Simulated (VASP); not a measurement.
Set up this calculation in VASP 6.6.1, as the native input.

```
Task                   : single point
Functional             : r2SCAN
Potentials or basis    : VASP PAW PBE potentials, release 64 (Sn_d, Se)
Cutoff                 : 520 eV
k mesh                 : 12 × 12 × 6
Occupations            : gaussian, width 0.05 eV
Spin                   : no spin polarisation
Dipole correction      : no
Further INCAR settings : ALGO = Normal; EDIFF = 1e-06; NBANDS = 20
```

SnSe2:

```
Sn Se
1.0
     4.05436    0.00000    0.00000
    -2.02718    3.51118    0.00000
     0.00000    0.00000    5.85347
Sn Se
1 2
Direct
  0.00000 0.00000 0.00000
  0.33333 0.66667 0.24127
  0.66667 0.33333 0.75873
```

This cell differs from its parent crystal: ratio of the length along z to the lengths across it x 0.85, volume and fractional coordinates fixed.

One way to write it, as run:

POSCAR

```
SnSe2
1.0
    4.0543612645      0.0000000000      0.0000000000
   -2.0271806323      3.5111798512      0.0000000000
    0.0000000000      0.0000000000      5.8534708460
Sn Se
1 2
Direct
    0.0000000000      0.0000000000      0.0000000000
    0.3333333333      0.6666666667      0.2412719747
    0.6666666667      0.3333333333      0.7587280253
```

INCAR.step1

```
SYSTEM = SnSe2
ALGO = Normal ; EDIFF = 1E-4
ENCUT = 520 ; GGA = PE
ISMEAR = 0 ; LASPH = .True.
LCHARG = .False. ; LREAL = .False.
LWAVE = .True. ; NBANDS = 20
NELM = 100 ; PREC = Accurate
SIGMA = 0.05
```

INCAR.step2

```
SYSTEM = SnSe2
ALGO = Normal ; EDIFF = 1E-6
ENCUT = 520 ; ISIF = 2
ISMEAR = 0 ; ISTART = 1
LASPH = .True. ; LCHARG = .False.
LMIXTAU = .True. ; LREAL = .False.
LWAVE = .False. ; METAGGA = R2SCAN
NBANDS = 20 ; NELM = 100
PREC = Accurate ; SIGMA = 0.05
```

KPOINTS

```
k-points
0
Gamma
  12 12 6
  0 0 0
```

Potentials or basis: VASP PAW PBE potentials, release 64 (Sn_d, Se).

The run is started by

```console
$ cat potpaw_PBE.64/Sn_d/POTCAR potpaw_PBE.64/Se/POTCAR > POTCAR
$ cp INCAR.step1 INCAR
$ mpirun -np 1 vasp_std > vasp.out
$ cp INCAR.step2 INCAR
$ mpirun -np 1 vasp_std > vasp.out
```

Results of the run:

```
Pressure      : -0.6 GPa
Largest force : 0.719 eV/Å
```

Caveat: the PAW data sets were made with another functional, which shifts forces and pressure a little.

It took 5 min on 1 thread of Intel(R) Xeon(R) 6975P-C (Granite Rapids) (shared host), peak memory 0.32 GiB.
